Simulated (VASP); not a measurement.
# Nb (P6_3/mmc) in VASP: a series of runs

The runs below take Nb through single point, with revPBE.

All numbers are computed with VASP 6.6.1; they aren't measurements. Logs are shortened: lines on timing, memory, paths and dates and some standing lists are left out, and cuts for length are marked.

## Step 1: The cell of the first run

It takes space group P6_3/mmc (No. 194, hexagonal). The conventional cell has a = 2.990 Å, b = 2.990 Å, c = 10.950 Å, α = 90.00°, β = 90.00°, γ = 120.00°. Nb (site symmetry -3m) has 12 Nb at 2.99 to 3.24 Å within 3.9 Å. Nb (site symmetry -6m2) has 12 Nb at 2.99 to 3.24 Å within 3.9 Å.

## Step 2: Single point, revPBE (volume scaled by 1.12)

INCAR

```
SYSTEM = Nb
ALGO = Normal ; EDIFF = 1E-6
ENCUT = 520 ; GGA = RE
ISIF = 2 ; ISMEAR = -1
LASPH = .True. ; LCHARG = .False.
LREAL = .False. ; LWAVE = .False.
NBANDS = 34 ; NELM = 60
PREC = Accurate ; SIGMA = 0.1
```

KPOINTS

```
k-points
0
Gamma
  14 14 4
  0 0 0
```

POSCAR

```
Nb
1.0
    2.9899613472      0.0000000000      0.0000000000
   -1.4949806736      2.5893824830      0.0000000000
    0.0000000000      0.0000000000     10.9504484249
Nb
4
Direct
    1.0000000000      0.0000000000      0.0000000000
    0.0000000000      0.0000000000      0.5000000000
    0.3333333333      0.6666666667      0.2500000000
    0.6666666667      0.3333333333      0.7500000000
```

Potentials or basis: VASP PAW PBE potentials, release 64 (Nb_sv).

The run is started by

```
cat potpaw_PBE.64/Nb_sv/POTCAR > POTCAR
mpirun -np 1 vasp_std > vasp.out
```

OUTCAR:

```text
SYSTEM = Nb
   EDIFF = 1E-6
   ENCUT = 520
   GGA = RE
   ISIF = 2
   ISMEAR = -1
   LASPH = .True.
   LREAL = .False.
   NELM = 60
   PREC = Accurate

 ion  position               nearest neighbor table
   1  0.000  0.000  0.000-
   2  0.000  0.000  0.500-
   3  0.333  0.667  0.250-
   4  0.667  0.333  0.750-

  LATTYP: Found a hexagonal cell.
 ALAT       =     2.9899613472
 C/A-ratio  =     3.6624046780

  Lattice vectors:

 A1 = (   2.9899613472,   0.0000000000,   0.0000000000)
 A2 = (  -1.4949806736,   2.5893824830,   0.0000000000)
 A3 = (   0.0000000000,   0.0000000000,  10.9504484249)

Analysis of symmetry for initial positions (statically):
=====================================================================
 Subroutine PRICEL returns:
 Original cell was already a primitive cell.

 Routine SETGRP: Setting up the symmetry group for a
 hexagonal supercell.

 Subroutine GETGRP returns: Found 24 space group operations
 (whereof 12 operations were pure point group operations)
 out of a pool of 24 trial point group operations.

The static configuration has the point symmetry D_3d.
 The point group associated with its full space group is D_6h.

Analysis of symmetry for dynamics (positions and initial velocities):
=====================================================================
 Subroutine PRICEL returns:
 Original cell was already a primitive cell.

 Routine SETGRP: Setting up the symmetry group for a
 hexagonal supercell.

 Subroutine GETGRP returns: Found 24 space group operations
 (whereof 12 operations were pure point group operations)
 out of a pool of 24 trial point group operations.

The dynamic configuration has the point symmetry D_3d.
 The point group associated with its full space group is D_6h.

 Subroutine INISYM returns: Found 24 space group operations
 (whereof 12 operations are pure point group operations),
 and found     1 'primitive' translations

----------------------------------------------------------------------------------------

                                     Primitive cell

  volume of cell :      84.7801

  direct lattice vectors                    reciprocal lattice vectors
     2.989961347  0.000000000  0.000000000     0.334452484  0.193096232  0.000000000
    -1.494980674  2.589382483  0.000000000     0.000000000  0.386192463  0.000000000
     0.000000000  0.000000000 10.950448425     0.000000000  0.000000000  0.091320461

  length of vectors
     2.989961347  2.989961347 10.950448425     0.386192463  0.386192463  0.091320461

  position of ions in fractional coordinates (direct lattice)
     0.000000000  0.000000000  0.000000000
     0.000000000  0.000000000  0.500000000
     0.333333333  0.666666667  0.250000000
     0.666666667  0.333333333  0.750000000

  ion indices of the primitive-cell ions
   primitive index   ion index
                 1           1
                 2           2
                 3           3
                 4           4

----------------------------------------------------------------------------------------

 KPOINTS: k-points

Automatic generation of k-mesh.
 Grid dimensions read from file:
 generate k-points for:   14   14    4

 Generating k-lattice:

  Cartesian coordinates                     Fractional coordinates (reciprocal lattice)
     0.023889463  0.013792588  0.000000000     0.071428571 -0.000000000  0.000000000
     0.000000000  0.027585176  0.000000000     0.000000000  0.071428571  0.000000000
     0.000000000  0.000000000  0.022830115     0.000000000  0.000000000  0.250000000

  Length of vectors
     0.027585176  0.027585176  0.022830115

  Shift w.r.t. Gamma in fractional coordinates (k-lattice)
     0.000000000  0.000000000  0.000000000

 Subroutine IBZKPT returns following result:
 ===========================================

 Found     72 irreducible k-points:

 Following reciprocal coordinates:
            Coordinates               Weight
  0.000000  0.000000  0.000000      1.000000
  0.071429  0.000000  0.000000      6.000000
  0.142857 -0.000000  0.000000      6.000000
  0.214286  0.000000  0.000000      6.000000
  0.285714 -0.000000  0.000000      6.000000
  0.357143 -0.000000  0.000000      6.000000
[... 16 lines left out ...]
  0.285714  0.285714  0.000000      6.000000
  0.357143  0.285714  0.000000      6.000000
 [... further k-points ...]
   k-points           NKPTS =     72   k-points in BZ     NKDIM =     72   number of bands    NBANDS=     34
   number of dos      NEDOS =    301   number of ions     NIONS =      4
   total plane-waves  NPLWV =  48384
   dimension x,y,z NGX =    24 NGY =   24 NGZ =   84
   dimension x,y,z NGXF=    48 NGYF=   48 NGZF=  168
   ions per type =               4
   NGX,Y,Z   is equivalent  to a cutoff of  13.34, 13.34, 12.75 a.u.
   NGXF,Y,Z  is equivalent  to a cutoff of  26.69, 26.69, 25.51 a.u.
 SYSTEM =  Nb
   PREC   = accura    normal or accurate (medium, high low for compatibility)
   ISTART =      0    job   : 0-new  1-cont  2-samecut
   ICHARG =      2    charge: 1-file 2-atom 10-const
   ISPIN  =      1    spin polarized calculation?
   LNONCOLLINEAR =      F non collinear calculations
   LSORBIT =      F    spin-orbit coupling
   LASPH  =      T    aspherical Exc in radial PAW
   ENCUT  =  520.0 eV  38.22 Ry    6.18 a.u.   5.56  5.56 20.36*2*pi/ulx,y,z
   NELM   =     60;   NELMIN=  2; NELMDL= -5     # of ELM steps
   EDIFF  = 0.1E-05   stopping-criterion for ELM
   LREAL  =      F    real-space projection
   EDIFFG = 0.1E-04   stopping-criterion for IOM
   NSW    =      0    number of steps for IOM
   IBRION =     -1    ionic relax: 0-MD 1-quasi-New 2-CG
   NFREE  =      0    steps in history (QN), initial steepest desc. (CG)
   ISIF   =      2    stress and relaxation
   ISYM   =      2    0-nonsym 1-usesym 2-fastsym
   POTIM  = 0.5000    time-step for ionic-motion
   TEBEG  =    0.0;   TEEND  =   0.0 temperature during run
   PSTRESS=    0.0 pullay stress
   NELECT =      52.0000    total number of electrons
   NUPDOWN=      -1.0000    fix difference up-down
   EMIN   =  10.00;   EMAX   =-10.00  energy-range for DOS
   EFERMI =   0.00;   METHOD = LEGACY
   ISMEAR =    -1;   SIGMA  =   0.10  broadening in eV -4-tet -1-fermi 0-gaus
   EFERMI_NEDOS =   21; number of points for ismear=-14 and -15
   IALGO  =     38    algorithm
   IMIX   =      4    mixing-type and parameters
     AMIX     =   0.40;   BMIX     =  1.00
     AMIX_MAG =   1.60;   BMIX_MAG =  1.00
  volume/ion in A,a.u.               =      21.20       143.03
  Fermi-wavevector in a.u.,A,eV,Ry     =   1.390950  2.628514 26.323745  1.934741
  Thomas-Fermi vector in A             =   2.514836
   LORBIT       =      0    0 simple, 1 ext, 2 COOP (PROOUT), +10 PAW based schemes
   GGA     = RE    functional components
   LHFCALC =     F    Hartree Fock is set to
   AEXX    =    0.0000 exact exchange contribution
   IVDW    =     0    specifies the selected vdW correction
   LEPSILON=     F    determine dielectric tensor
   LRPA    =     F    only Hartree local field effects (RPA)
 non-spin polarized calculation
  energy-cutoff  :      520.00
  volume of cell :       84.78
 maximum number of plane-waves:      2321
 NGX is ok and might be reduce to    24
   NGX = 11   NGY = 11   NGZ = 41

 number of electron      51.9999997 magnetization

 Free energy of the ion-electron system (eV)
  ---------------------------------------------------
  ext. energy  EPLUGINS =         0.00000000
  ---------------------------------------------------
  free energy    TOTEN  =       -37.74828451 eV

  energy without entropy =      -37.54115050  energy(sigma->0) =      -37.64471750

 E-fermi :   9.4093     XC(G=0): -11.6148

 val. band max:        9.4050051252   @ k =   0.3571   0.1429   0.2500
 cond. band min:       9.4117907854   @ k =   0.1429  -0.0000   0.2500
 fundamental gap:      0.0067856602
 Fermi energy:         9.4092556417

 k-point     1 :       0.0000    0.0000    0.0000
  band No.  band energies     occupation
      1     -45.5201      2.00000
      2     -45.4971      2.00000
      3     -45.4682      2.00000
      4     -45.4450      2.00000
      5     -21.8174      2.00000
      6     -21.5414      2.00000
[... 26 lines left out ...]
     33      11.8094      0.00000
     34      11.8168      0.00000

 k-point     2 :       0.0714    0.0000    0.0000
  band No.  band energies     occupation
      1     -45.5134      2.00000
      2     -45.4912      2.00000
      3     -45.4623      2.00000
      4     -45.4397      2.00000
      5     -21.8045      2.00000
      6     -21.5370      2.00000
[... 26 lines left out ...]
     33      11.5605      0.00000
     34      11.6739      0.00000

 k-point     3 :       0.1429   -0.0000    0.0000
  band No.  band energies     occupation
      1     -45.4946      2.00000
      2     -45.4744      2.00000
      3     -45.4455      2.00000
      4     -45.4251      2.00000
      5     -21.7676      2.00000
      6     -21.5280      2.00000
[... 26 lines left out ...]
     33      11.0153      0.00000
     34      11.3756      0.00000

 k-point     4 :       0.2143    0.0000    0.0000
  band No.  band energies     occupation
      1     -45.4672      2.00000
      2     -45.4502      2.00000
      3     -45.4212      2.00000
      4     -45.4040      2.00000
      5     -21.7120      2.00000
      6     -21.5350      2.00000
[... 26 lines left out ...]
     33      11.1890      0.00000
     34      11.2513      0.00000

 k-point     5 :       0.2857   -0.0000    0.0000
  band No.  band energies     occupation
      1     -45.4361      2.00000
      2     -45.4231      2.00000
      3     -45.3941      2.00000
      4     -45.3810      2.00000
      5     -21.6607      2.00000
      6     -21.6289      2.00000
[... 621 lines left out ...]
 k-point    22 :       0.3571    0.2143    0.0000
  band No.  band energies     occupation
      1     -45.3678      2.00000
      2     -45.3661      2.00000
      3     -45.3371      2.00000
      4     -45.3354      2.00000
      5     -21.8142      2.00000
      6     -21.8095      2.00000
[... 26 lines left out ...]
     33      12.1234      0.00000
     34      12.7750      0.00000

 k-point    23 :       0.2857    0.2857    0.0000
  band No.  band energies     occupation
      1     -45.3661      2.00000
      2     -45.3648      2.00000
      3     -45.3357      2.00000
      4     -45.3344      2.00000
      5     -21.7614      2.00000
      6     -21.7464      2.00000
[... 26 lines left out ...]
     33      11.8135      0.00000
     34      13.0291      0.00000

 k-point    24 :       0.3571    0.2857    0.0000
  band No.  band energies     occupation
      1     -45.3612      2.00000
      2     -45.3610      2.00000
      3     -45.3319      2.00000
      4     -45.3316      2.00000
      5     -21.7380      2.00000
      6     -21.7322      2.00000
[... 26 lines left out ...]
     33      12.1963      0.00000
     34      12.6711      0.00000

 [... further k-points ...]
[... 5 lines left out ...]
  --------------------------------------------------------------------------------------
  -------------------------------------------------------------------------------------
  Total       -7.8108527     -7.8108527     -7.3306328      0.0000000      0.0000000     -0.0000000
  in kB     -147.6098530   -147.6098530   -138.5346347      0.0000000      0.0000000     -0.0000000
  external PRESSURE =    -144.5847802 kB  Pullay stress =       0.0000000 kB

 VOLUME and BASIS-vectors are now :
 -----------------------------------------------------------------------------
  energy-cutoff  :      520.00
  volume of cell :       84.78
      direct lattice vectors                 reciprocal lattice vectors
     2.989961347  0.000000000  0.000000000     0.334452484  0.193096232  0.000000000
    -1.494980674  2.589382483  0.000000000     0.000000000  0.386192463  0.000000000
     0.000000000  0.000000000 10.950448425     0.000000000  0.000000000  0.091320461

 POSITION                                       TOTAL-FORCE (eV/Angst)
 -----------------------------------------------------------------------------------
      0.00000      0.00000      0.00000        -0.000000      0.000000     -0.000000
      0.00000      0.00000      5.47522        -0.000000      0.000000     -0.000000
     -0.00000      1.72625      2.73761         0.000000      0.000000      0.000000
      1.49498      0.86313      8.21284        -0.000000     -0.000000      0.000000
 -----------------------------------------------------------------------------------
    total drift:                               -0.000000      0.000000      0.000000

  FREE ENERGIE OF THE ION-ELECTRON SYSTEM (eV)
  ---------------------------------------------------
  free  energy   TOTEN  =       -37.7482845103 eV

  energy  without entropy=      -37.5411504992  energy(sigma->0) =      -37.64471750
```

It took 6 min on 1 thread of Intel Xeon 8259CL, shared host; peak memory 0.3 GiB.

What came out:

```
Free energy            : -37.7483 eV
Pressure               : -14.5 GPa
Band gap on the k mesh : zero (band 26 reaches 10.11 eV, above the bottom of band 27 at 8.99 eV)
```

Caveat: the cell differs from its parent crystal (volume scaled by 1.12); the PAW data sets were made with another functional, which shifts forces and pressure a little.

## Step 3: Single point, revPBE

This run uses another cell than the first one, of 18.92 Å³/atom, 0.893 times its volume.

INCAR

```
PREC     = Accurate       # precision mode
ENCUT    = 520            # plane-wave cutoff, eV
EDIFF    = 1E-6           # SCF threshold, eV
ISMEAR   = -1             # smearing method
SIGMA    = 0.1            # smearing width, eV
LREAL    = False          # projectors in reciprocal space
LASPH    = True           # aspherical terms in the spheres
NELM     = 80             # most SCF steps
ALGO     = Normal         # electronic algorithm
ISIF     = 2              # what is computed and relaxed
LWAVE    = False          # write WAVECAR
LCHARG   = False          # write CHGCAR
GGA      = RE             # functional
NBANDS   = 34             # bands
```

KPOINTS

```
regular mesh
0
Gamma
  17 17 4
```

POSCAR

```
Nb
1.0
    2.8791186746      0.0000000000      0.0000000000
   -1.4395593373      2.4933899127      0.0000000000
    0.0000000000      0.0000000000     10.5444977020
Nb
4
Direct
    1.0000000000      0.0000000000      0.0000000000
    0.0000000000      0.0000000000      0.5000000000
    0.3333333333      0.6666666667      0.2500000000
    0.6666666667      0.3333333333      0.7500000000
```

Potentials or basis: VASP PAW PBE potentials, release 64 (Nb_sv).

The run is started by

```
cat potpaw_PBE.64/Nb_sv/POTCAR > POTCAR
mpirun -np 1 vasp_std > vasp.out
```

Run time: 7.8 min. Hardware: 1 thread of Intel Xeon 8259CL, shared host; peak memory 0.32 GiB.

It converged, with:

* Free energy: -38.1990 eV
* Pressure: -0.3 GPa
* Band gap on the k mesh: zero (band 26 reaches 11.77 eV, above the bottom of band 27 at 10.38 eV)

Stress tensor (GPa, compression positive):
```
-0.22  0.00  0.00
 0.00 -0.22  0.00
 0.00  0.00 -0.41
```

Levels at points of the mesh, in eV from the Fermi level:
| k point | band 24 | band 25 | band 26 | band 27 | band 28 | band 29 |
| --- | --- | --- | --- | --- | --- | --- |
| (0.00, 0.00, 0.00) | 0.28 | 0.28 | 0.39 | 0.39 | 0.39 | 0.57 |
| (0.00, 0.00, 0.50) | -0.43 | 0.35 | 0.35 | 0.35 | 0.35 | 0.60 |

Caveat: the PAW data sets were made with another functional, which shifts forces and pressure a little.

## Step 4: Single point, revPBE

This run uses another cell than the first one, of 18.92 Å³/atom, 0.893 times its volume.

INCAR

```
SYSTEM = Nb
  PREC = Accurate
  ENCUT = 520
  EDIFF = 1E-7
  ISMEAR = -1
  SIGMA = 0.1
  LREAL = .False.
  LASPH = .True.
  NELM = 80
  ALGO = Normal
  ISIF = 2
  LWAVE = .False.
  LCHARG = .False.
  GGA = RE
  NBANDS = 34
```

KPOINTS

```
regular mesh
0
Gamma
  12 12 4
  0 0 0
```

POSCAR is that of step 3.

The run is started by

```
cat potpaw_PBE.64/Nb_sv/POTCAR > POTCAR
mpirun -np 1 vasp_std > vasp.out
```

Wall time 67 s (1 thread of Intel Xeon 6975P-C (Granite Rapids), shared host); peak memory 0.25 GiB.

The run converged. Its results:

| Quantity | Value |
| --- | --- |
| Free energy | -38.1985 eV |
| Pressure | -0.3 GPa |
| Band gap on the k mesh | zero (band 26 reaches 11.81 eV, above the bottom of band 27 at 10.42 eV) |

Levels at points of the mesh, in eV from the Fermi level:
```csv
k point,band 23,band 24,band 25,band 26,band 27,band 28,band 29,band 30
"(0.00, 0.00, 0.00)",-0.94,0.28,0.28,0.38,0.39,0.39,0.56,0.56
"(0.50, 0.00, 0.00)",-2.12,-1.20,0.03,0.35,0.77,2.19,2.21,2.28
"(0.00, 0.00, 0.50)",-0.43,-0.43,0.35,0.35,0.35,0.35,0.60,0.60
"(0.50, 0.00, 0.50)",-1.34,-1.34,0.91,0.91,1.15,1.15,1.44,1.44
```

Caveat: the PAW data sets were made with another functional, which shifts forces and pressure a little.

## Step 5: Single point, revPBE (volume scaled by 0.88)

INCAR

```
SYSTEM = Nb
ALGO = Normal ; EDIFF = 1E-6
ENCUT = 520 ; GGA = RE
ISIF = 2 ; ISMEAR = -1
LASPH = .TRUE. ; LCHARG = .TRUE.
LELF = .TRUE. ; LREAL = .FALSE.
LVHAR = .TRUE. ; LWAVE = .FALSE.
NBANDS = 34 ; NELM = 60
PREC = Accurate ; SIGMA = 0.1
```

KPOINTS

```
k-points
0
G
  14 14 4
  0 0 0
```

POSCAR

```
Nb
1.0
    2.7590132776      0.0000000000      0.0000000000
   -1.3795066388      2.3893755878      0.0000000000
    0.0000000000      0.0000000000     10.1046231344
Nb
4
Direct
    1.0000000000      0.0000000000      0.0000000000
    0.0000000000      0.0000000000      0.5000000000
    0.3333333333      0.6666666667      0.2500000000
    0.6666666667      0.3333333333      0.7500000000
```

The run is started by

```
cat potpaw_PBE.64/Nb_sv/POTCAR > POTCAR
mpirun -np 1 vasp_std > vasp.out
```

Run time: 75 s. Hardware: 1 thread of Intel Xeon 6975P-C (Granite Rapids), shared host; peak memory 0.26 GiB.

It converged, with:

```
Free energy            : -37.5632 eV
Pressure               : 24.9 GPa
Band gap on the k mesh : zero (band 26 reaches 13.93 eV, above the bottom of band 27 at 12.13 eV)
```

Stress tensor (GPa, compression positive):
```
25.56  0.00  0.00
 0.00 25.56  0.00
 0.00  0.00 23.63
```

Levels at points of the mesh, in eV from the Fermi level:
```tsv
k point	band 22	band 23	band 24	band 25	band 26	band 27	band 28	band 29	band 30	band 31
(0.00, 0.00, 0.00)	-1.40	-1.21	0.20	0.20	0.33	0.33	0.54	0.54	0.69	0.69
(0.50, 0.00, 0.00)	-2.64	-2.56	-1.49	0.16	0.47	0.75	2.45	2.47	2.91	3.74
(0.00, 0.00, 0.50)	-1.39	-0.20	-0.20	0.28	0.28	0.28	0.28	0.59	0.59	0.59
(0.50, 0.00, 0.50)	-3.60	-1.67	-1.67	1.20	1.20	1.24	1.24	1.81	1.81	4.13
```

Caveat: the cell differs from its parent crystal (volume scaled by 0.88); the PAW data sets were made with another functional, which shifts forces and pressure a little.

## Step 6: Summary

```tsv
cell	k mesh	gap on the mesh (eV)	pressure (GPa)
a = 2.990, b = 2.990, c = 10.950 Å, angles 90.0, 90.0, 120.0°, 4 atoms	14 × 14 × 4	none	-14.5
a = 2.879, b = 2.879, c = 10.544 Å, angles 90.0, 90.0, 120.0°, 4 atoms	17 × 17 × 4	none	-0.3
a = 2.879, b = 2.879, c = 10.544 Å, angles 90.0, 90.0, 120.0°, 4 atoms	12 × 12 × 4	none	-0.3
a = 2.759, b = 2.759, c = 10.105 Å, angles 90.0, 90.0, 120.0°, 4 atoms	14 × 14 × 4	none	24.9
```

Alike in all rows: task single point; level revPBE; potentials or basis VASP PAW PBE potentials, release 64 (Nb_sv); no spin polarisation; cutoff (eV) 520; smearing fermi-dirac 0.1 eV.

Caveats: the PAW data sets were made with another functional, which shifts forces and pressure a little.

Total energies depend on the potentials used, so only differences within one code and one set of settings carry meaning.
